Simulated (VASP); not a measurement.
## BN: single point with PBE

BN:

```
CELL_PARAMETERS angstrom
0.00000 1.74708 1.74708
1.74708 0.00000 1.74708
1.74708 1.74708 0.00000
ATOMIC_POSITIONS crystal
B 0.00000 0.00000 0.00000
N 0.75000 0.75000 0.75000
```

| Item | Value |
| --- | --- |
| Program | VASP 6.6.1 |
| Task | single point |
| Functional | PBE |
| Potentials or basis | VASP PAW PBE potentials, release 64 (B, N) |
| Cutoff | 600 eV |
| k mesh | 12 × 12 × 12 |
| Occupations | gaussian, width 0.01 eV |
| Spin | no spin polarisation |
| Dipole correction | no |
| Further INCAR settings | ALGO = Normal; EDIFF = 1e-06; NBANDS = 11 |

| Property | Result |
| --- | --- |
| Pressure | 50.3 GPa |
| Band gap on the k mesh | 4.56 eV (least direct gap 9.31 eV) |

Levels at points of the mesh, in eV from the valence-band top:
| k point | band 1 | band 2 | band 3 | band 4 | band 5 | band 6 | band 7 | band 8 | band 9 |
| --- | --- | --- | --- | --- | --- | --- | --- | --- | --- |
| (0.00, 0.00, 0.00) | -21.44 | 0.00 | 0.00 | 0.00 | 9.31 | 9.31 | 9.31 | 12.06 | 26.72 |
| (0.50, 0.00, 0.00) | -16.72 | -11.67 | -2.14 | -2.14 | 11.27 | 11.27 | 11.52 | 16.31 | 25.00 |
| (0.50, 0.50, 0.00) | -15.21 | -9.61 | -5.43 | -5.43 | 4.56 | 9.80 | 19.54 | 19.54 | 22.61 |

Run time: 16 s on 1 thread of Intel Xeon 8259CL (shared host), peak memory 0.12 GiB.

Caveat: the cell stands under pressure. A k mesh can miss the band edges.
